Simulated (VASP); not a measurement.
# AlN (R-3m) in VASP: notebook, part 3 of 3

VASP 6.6.1. The steps go on from the part before.

**6. Single point, r2SCAN (epitaxial 111 strain -4.0%)**

POSCAR

```
AlN
1.0
    0.0616615964      1.9997753105      1.9997753105
    1.9997753105      0.0616615964      1.9997753105
    1.9997753105      1.9997753105      0.0616615964
Al N
1 1
Direct
    0.0000000000      0.0000000000      0.0000000000
    0.5000000000      0.5000000000      0.5000000000
```

INCAR.step1

```
SYSTEM = AlN
PREC = Accurate
ENCUT = 520
ISMEAR = 0
SIGMA = 0.01
LREAL = .False.
LASPH = .True.
NELM = 100
NBANDS = 11
GGA = PE
ALGO = Normal
EDIFF = 1E-4
LWAVE = .True.
LCHARG = .False.
```

INCAR.step2

```
SYSTEM = AlN
PREC = Accurate
ENCUT = 520
EDIFF = 1E-6
ISMEAR = 0
SIGMA = 0.01
LREAL = .False.
LASPH = .True.
NELM = 100
ALGO = Normal
ISIF = 2
LWAVE = .False.
LCHARG = .False.
METAGGA = R2SCAN
LMIXTAU = .True.
NBANDS = 11
ISTART = 1
```

KPOINTS

```
Automatic mesh
0
Gamma
  10 10 10
  0 0 0
```

Potentials or basis: VASP PAW PBE potentials, release 64 (Al, N).

The run is started by

```sh
$ cat potpaw_PBE.64/Al/POTCAR potpaw_PBE.64/N/POTCAR > POTCAR
$ cp INCAR.step1 INCAR
$ mpirun -np 1 vasp_std > vasp.out
$ cp INCAR.step2 INCAR
$ mpirun -np 1 vasp_std > vasp.out
```

OUTCAR:

```text
SYSTEM = AlN
   PREC = Accurate
   ENCUT = 520
   EDIFF = 1E-6
   ISMEAR = 0
   LREAL = .False.
   LASPH = .True.
   NELM = 100
   ISIF = 2
   METAGGA = R2SCAN
   ISTART = 1

 ion  position               nearest neighbor table
   1  0.000  0.000  0.000-   2 1.97   2 1.97   2 1.97   2 1.97   2 1.97   2 1.97
   2  0.500  0.500  0.500-   1 1.97   1 1.97   1 1.97   1 1.97   1 1.97   1 1.97

  LATTYP: Found a trigonal (rhomboedric) cell.
 ALAT       =     2.8287814934
 COS(alpha) =     0.5305820364

  Lattice vectors:

 A1 = (   0.0616615964,   1.9997753105,   1.9997753105)
 A2 = (   1.9997753105,   0.0616615964,   1.9997753105)
 A3 = (   1.9997753105,   1.9997753105,   0.0616615964)

Analysis of symmetry for initial positions (statically):
=====================================================================
 Subroutine PRICEL returns:
 Original cell was already a primitive cell.

 Routine SETGRP: Setting up the symmetry group for a
 trigonal (rhombohedral) supercell.

 Subroutine GETGRP returns: Found 12 space group operations
 (whereof 12 operations were pure point group operations)
 out of a pool of 12 trial point group operations.

The static configuration has the point symmetry D_3d.

Analysis of symmetry for dynamics (positions and initial velocities):
=====================================================================
 Subroutine PRICEL returns:
 Original cell was already a primitive cell.

 Routine SETGRP: Setting up the symmetry group for a
 trigonal (rhombohedral) supercell.

 Subroutine GETGRP returns: Found 12 space group operations
 (whereof 12 operations were pure point group operations)
 out of a pool of 12 trial point group operations.

The dynamic configuration has the point symmetry D_3d.

 Subroutine INISYM returns: Found 12 space group operations
 (whereof 12 operations are pure point group operations),
 and found     1 'primitive' translations

----------------------------------------------------------------------------------------

                                     Primitive cell

  volume of cell :      15.2551

  direct lattice vectors                    reciprocal lattice vectors
[... 112 lines left out ...]
   METAGGA = R2SCAN    functional components
   LHFCALC =     F    Hartree Fock is set to
   AEXX    =    0.0000 exact exchange contribution
   IVDW    =     0    specifies the selected vdW correction
   LEPSILON=     F    determine dielectric tensor
   LRPA    =     F    only Hartree local field effects (RPA)
 non-spin polarized calculation
 Gauss-broadening in eV      SIGMA  =   0.01
  energy-cutoff  :      520.00
  volume of cell :       15.26
 maximum number of plane-waves:       423
 NGX is ok and might be reduce to    24
   NGX = 11   NGY = 11   NGZ = 11

 number of electron       8.0000001 magnetization

 Free energy of the ion-electron system (eV)
  ---------------------------------------------------
  ext. energy  EPLUGINS =         0.00000000
  ---------------------------------------------------
  free energy    TOTEN  =       -18.76220842 eV

  energy without entropy =      -18.76220842  energy(sigma->0) =      -18.76220842

 E-fermi :  11.2539     XC(G=0): -13.2840

 val. band max:       11.0951671887   @ k =   0.0000   0.0000   0.0000
 cond. band min:      16.3230382265   @ k =   0.5000   0.5000  -0.0000
 fundamental gap:      5.2278710377
 Fermi energy:        11.2539023306

 k-point     1 :       0.0000    0.0000    0.0000
  band No.  band energies     occupation
      1      -8.3183      2.00000
      2      10.3487      2.00000
      3      11.0952      2.00000
      4      11.0952      2.00000
      5      18.4167      0.00000
      6      23.2360      0.00000
      7      24.5395      0.00000
      8      24.5395      0.00000
      9      29.9108      0.00000
     10      30.0911      0.00000
     11      30.0911      0.00000
[... 309 lines left out ...]
 k-point    24 :       0.4000    0.3000    0.0000
  band No.  band energies     occupation
      1      -5.0029      2.00000
      2       4.5085      2.00000
      3       7.9352      2.00000
      4       8.0555      2.00000
      5      17.6382      0.00000
      6      19.6539      0.00000
      7      25.0433      0.00000
      8      28.6392      0.00000
      9      29.8156      0.00000
     10      34.6553      0.00000
     11      38.5479      0.00000

 [... further k-points ...]
[... 5 lines left out ...]
  --------------------------------------------------------------------------------------
  -------------------------------------------------------------------------------------
  Total        2.2357882      2.2357882      2.2357882     -1.1661853     -1.1661853     -1.1661853
  in kB      234.8156532    234.8156532    234.8156532   -122.4796541   -122.4796541   -122.4796541
  external PRESSURE =     234.8156532 kB  Pullay stress =       0.0000000 kB

 VOLUME and BASIS-vectors are now :
 -----------------------------------------------------------------------------
  energy-cutoff  :      520.00
  volume of cell :       15.26
      direct lattice vectors                 reciprocal lattice vectors
     0.061661596  1.999775311  1.999775311    -0.261899765  0.254065832  0.254065832
     1.999775311  0.061661596  1.999775311     0.254065832 -0.261899765  0.254065832
     1.999775311  1.999775311  0.061661596     0.254065832  0.254065832 -0.261899765

 POSITION                                       TOTAL-FORCE (eV/Angst)
 -----------------------------------------------------------------------------------
      0.00000      0.00000      0.00000        -0.000000     -0.000000     -0.000000
      2.03061      2.03061      2.03061         0.000000      0.000000      0.000000
 -----------------------------------------------------------------------------------
    total drift:                               -0.000000     -0.000000      0.000000

  FREE ENERGIE OF THE ION-ELECTRON SYSTEM (eV)
  ---------------------------------------------------
  free  energy   TOTEN  =       -18.7622084156 eV

  energy  without entropy=      -18.7622084156  energy(sigma->0) =      -18.76220842
```

OSZICAR.step1:

```text
N       E                     dE             d eps       ncg     rms          rms(c)
DAV:   1     0.110130096079E+02    0.11013E+02   -0.41418E+03  2608   0.631E+02
DAV:   2    -0.154779991792E+02   -0.26491E+02   -0.25297E+02  3050   0.143E+02
DAV:   3    -0.161840443187E+02   -0.70605E+00   -0.70490E+00  3156   0.214E+01
DAV:   4    -0.161866828780E+02   -0.26386E-02   -0.26384E-02  2825   0.140E+00
DAV:   5    -0.161867038206E+02   -0.20943E-04   -0.20942E-04  3034   0.118E-01    0.795E+00
DAV:   6    -0.143865533437E+02    0.18002E+01   -0.71223E+00  2828   0.147E+01    0.289E+00
DAV:   7    -0.143612407889E+02    0.25313E-01   -0.24109E-01  2922   0.344E+00    0.189E+00
DAV:   8    -0.143561864682E+02    0.50543E-02   -0.15197E-02  2735   0.106E+00    0.361E-01
DAV:   9    -0.143558082010E+02    0.37827E-03   -0.14743E-03  2924   0.241E-01    0.162E-01
DAV:  10    -0.143558579418E+02   -0.49741E-04   -0.14365E-04  1550   0.877E-02
   1 F= -.14355858E+02 E0= -.14355858E+02  d E =-.279858E-71
```

Wall time 76 s (1 thread of Intel Xeon 8259CL, shared host); peak memory 0.15 GiB.

Results:

* Free energy: -18.7622 eV
* Pressure: 23.5 GPa
* Band gap on the k mesh: 5.23 eV, indirect (least direct gap 7.32 eV)

Caveat: the cell differs from its parent crystal (epitaxial 111 strain -4.0%); the PAW data sets were made with another functional, which shifts forces and pressure a little. A k mesh can miss the band edges.

**7. Overview**

```tsv
level	cell	smearing	gap on the mesh (eV)	pressure (GPa)
PBE	a = 2.862 Å, angles 60.5°, 2 atoms	fermi-dirac 0.02 eV	4.35	1.2
PBE	a = 2.869 Å, angles 61.0°, 2 atoms	fermi-dirac 0.02 eV	4.04	-3.3
PBE	a = 2.876 Å, angles 61.5°, 2 atoms	fermi-dirac 0.02 eV	3.74	-7.4
PBE	a = 2.884 Å, angles 62.0°, 2 atoms	fermi-dirac 0.02 eV	3.45	-11.2
r2SCAN	a = 2.829 Å, angles 58.0°, 2 atoms	gaussian 0.01 eV	5.23	23.5
```

Alike in all rows: task single point; potentials or basis VASP PAW PBE potentials, release 64 (Al, N); no spin polarisation; k mesh 10 × 10 × 10; cutoff (eV) 520.

Caveats: the PAW data sets were made with another functional, which shifts forces and pressure a little (some runs).

Total energies depend on the potentials used, so only differences within one code and one set of settings carry meaning.
